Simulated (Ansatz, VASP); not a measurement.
## InB4Pt: VASP beside Ansatz

```xyz
6
Lattice="3.9037 0.0000 0.0000 0.0000 3.9037 0.0000 0.0000 0.0000 4.4029" Properties=species:S:1:pos:R:3 pbc="T T T"
In    0.0000    0.0000    0.0000
B     0.0000    1.9518    3.6114
B     1.9518    0.0000    3.6114
B     0.0000    1.9518    0.7915
B     1.9518    0.0000    0.7915
Pt    0.0000    0.0000    2.2015
```

Alike in both runs: task single point; functional PBE; k mesh 4 × 4 × 4; occupations gaussian, width 0.1 eV; no spin polarisation.

|  | VASP | Ansatz |
| --- | --- | --- |
| version | VASP 6.6.1 | Ansatz 0.2.0 |
| potentials or method | VASP PAW PBE potentials, release 64 (In_d, B, Pt), cutoff 520 eV | scalar-relativistic, plane waves, PAW |
| valence electrons in the cell | 35 | 43 |

```tsv
	VASP	Ansatz	Ansatz less VASP
gap on the k mesh at the Fermi level (eV)	none	none	-
rms of the force components (eV/Å)	1.378	1.362	-0.0163
```

Atom by atom the forces differ by 0.016 eV/Å (rms over components). A gap of «none» marks a metal or a gap that the smearing closes. With one functional, cell and mesh, what is left measures potentials, basis and numerics. VASP's potentials hold 35 valence electrons a cell and Ansatz's 43, so a difference there can come from the potentials and not from the codes.

The k mesh is coarse, so the values compare programs but aren't converged. Neither program's run includes spin-orbit coupling.
